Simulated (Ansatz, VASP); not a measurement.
One calculation of ZnS, two programs

Contents of INCAR:

```
PREC = Accurate
ENCUT = 500
EDIFF = 1E-6
ISMEAR = 0
SIGMA = 0.1
LREAL = False
LASPH = True
NELM = 120
ALGO = Normal
ISIF = 2
LWAVE = False
LCHARG = False
GGA = PS
NBANDS = 16
GGA_COMPAT = False
```

Contents of KPOINTS:

```
regular mesh
0
Gamma
  9 9 9
```

Contents of POSCAR:

```
ZnS
1.0
    0.0000000000      2.7020000000      2.7020000000
    2.7020000000      0.0000000000      2.7020000000
    2.7020000000      2.7020000000      0.0000000000
Zn S
1 1
Direct
    0.2500000000      0.2500000000      0.2500000000
    0.0000000000      0.0000000000      0.0000000000
```

input.yaml

```yaml
crystal:
  lattice:
    - [0.0, 2.702, 2.702]
    - [2.702, 0.0, 2.702]
    - [2.702, 2.702, 0.0]
  atoms:
    - { symbol: Zn, position: [0.25, 0.25, 0.25] }
    - { symbol: S, position: [0.0, 0.0, 0.0] }
hamiltonian:
  xc: pbesol
  pseudopotentials: { kind: paw }
kpoints:
  mp_grid: { grid: [9, 9, 9] }
scf:
  occupations: { method: gaussian, width: 0.1 }
output:
  forces: true
  stress: true
  eigenvalues: true
  write_density: true
  write_potential: true
  elf: true
  volumetric_format: npy
```

Alike in both runs: task single point; functional PBEsol; k mesh 9 × 9 × 9; occupations gaussian, width 0.1 eV; no spin polarisation.

|  | VASP | Ansatz |
| --- | --- | --- |
| version | VASP 6.6.1 | Ansatz 0.2.0 |
| potentials or method | VASP PAW PBE potentials, release 64 (Zn, S) | Ansatz PAW |
| plane-wave cutoff (eV) | 500 | 420 |
| valence electrons in the cell | 18 | 18 |

VASP gave:

| Property | Result |
| --- | --- |
| gap on the k mesh at the Fermi level (eV) | 1.98 |
| least direct gap on the mesh (eV) | 1.98 |
| pressure (GPa) | -1.8 |

Problem. Estimate Ansatz's values.

Solution. gap on the k mesh at the Fermi level (eV): 1.97; least direct gap on the mesh (eV): 1.97; pressure (GPa): -2.0.

VASP's potentials were made for PBE, not for PBEsol.

Noted on Ansatz's run: odd divisions of the mesh miss points on the zone boundary, where band edges often lie, so the gap on the mesh can be too wide.
